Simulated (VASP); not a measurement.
Wanted: the native input for a VASP 6.6.1 run.

```
Task                   : single point
Functional             : r2SCAN
Potentials or basis    : VASP PAW PBE potentials, release 64 (Mg, I)
Cutoff                 : 520 eV
k mesh                 : 6 × 6 × 6
Occupations            : gaussian, width 0.01 eV
Spin                   : no spin polarisation
Dipole correction      : no
Further INCAR settings : ALGO = Normal; EDIFF = 1e-06; NBANDS = 15
```

Crystal: MgI2.

```
CELL_PARAMETERS angstrom
-0.06610 3.68962 3.68962
3.68962 -0.06610 3.68962
3.68962 3.68962 -0.06610
ATOMIC_POSITIONS crystal
Mg 0.00000 0.00000 0.00000
I 0.24937 0.24937 0.24937
I 0.75063 0.75063 0.75063
```

This cell differs from its parent crystal: strain along [111] -2.6%.

These files were run (other wordings do the same):

POSCAR

```
MgI2
1.0
   -0.0661006824      3.6896199061      3.6896199061
    3.6896199061     -0.0661006824      3.6896199061
    3.6896199061      3.6896199061     -0.0661006824
Mg I
1 2
Direct
    0.0000000000      0.0000000000      0.0000000000
    0.2493739612      0.2493739612      0.2493739612
    0.7506260388      0.7506260388      0.7506260388
```

INCAR.step1

```
ALGO = Normal ; EDIFF = 1E-4
ENCUT = 520 ; GGA = PE
ISMEAR = 0 ; LASPH = True
LCHARG = False ; LREAL = False
LWAVE = True ; NBANDS = 15
NELM = 80 ; PREC = Accurate
SIGMA = 0.01
```

INCAR.step2

```
ALGO = Normal ; EDIFF = 1E-6
ENCUT = 520 ; ISIF = 2
ISMEAR = 0 ; ISTART = 1
LASPH = True ; LCHARG = False
LMIXTAU = True ; LREAL = False
LWAVE = False ; METAGGA = R2SCAN
NBANDS = 15 ; NELM = 80
PREC = Accurate ; SIGMA = 0.01
```

KPOINTS

```
k-points
0
Gamma
  6 6 6
```

Potentials or basis: VASP PAW PBE potentials, release 64 (Mg, I).

Launch:

```console
$ cat potpaw_PBE.64/Mg/POTCAR potpaw_PBE.64/I/POTCAR > POTCAR
$ cp INCAR.step1 INCAR
$ mpirun -np 1 vasp_std > vasp.out
$ cp INCAR.step2 INCAR
$ mpirun -np 1 vasp_std > vasp.out
```

It gave:

The pressure is 0.8 GPa and the largest force is 0.005 eV/Å. The band gap on the k mesh is 1.37 eV (least direct gap 1.45 eV).

Caveat: the cell differs from its parent crystal (strain along [111] -2.6%); the structure was generated, so it needn't be the stable form of MgI2; the PAW data sets were made with another functional, which shifts forces and pressure a little; spin-orbit coupling is left out, which moves the levels of the heavy elements.

Wall time 3.6 min on 1 thread of Oxide Virtual Turin-like Processor, with other jobs on the host, peak memory 0.24 GiB.
